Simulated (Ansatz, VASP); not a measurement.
TaN: VASP beside Ansatz

```
Ta N
1.0
     0.00000    2.21473    2.21473
     2.21473    0.00000    2.21473
     2.21473    2.21473    0.00000
Ta N
1 1
Direct
  0.50000 0.50000 0.50000
  0.00000 0.00000 0.00000
```

Alike in both runs: task single point; functional PBE; k mesh 11 × 11 × 11; occupations fermi-dirac, width 0.05 eV; no spin polarisation.

```csv
,VASP,Ansatz
version,VASP 6.6.1,Ansatz 0.2.0
potentials or method,"VASP PAW PBE potentials, release 64 (Ta_pv, N), cutoff 520 eV","plane waves, PAW"
valence electrons in the cell,16,18
```

```csv
,VASP,Ansatz,Ansatz less VASP
pressure (GPa),-1.9,-2.7,-0.77
```

With one functional, cell and mesh, what is left measures potentials, basis and numerics. VASP's potentials hold 16 valence electrons a cell and Ansatz's 18, so a difference there can come from the potentials and not from the codes.

Spin-orbit coupling is off throughout.
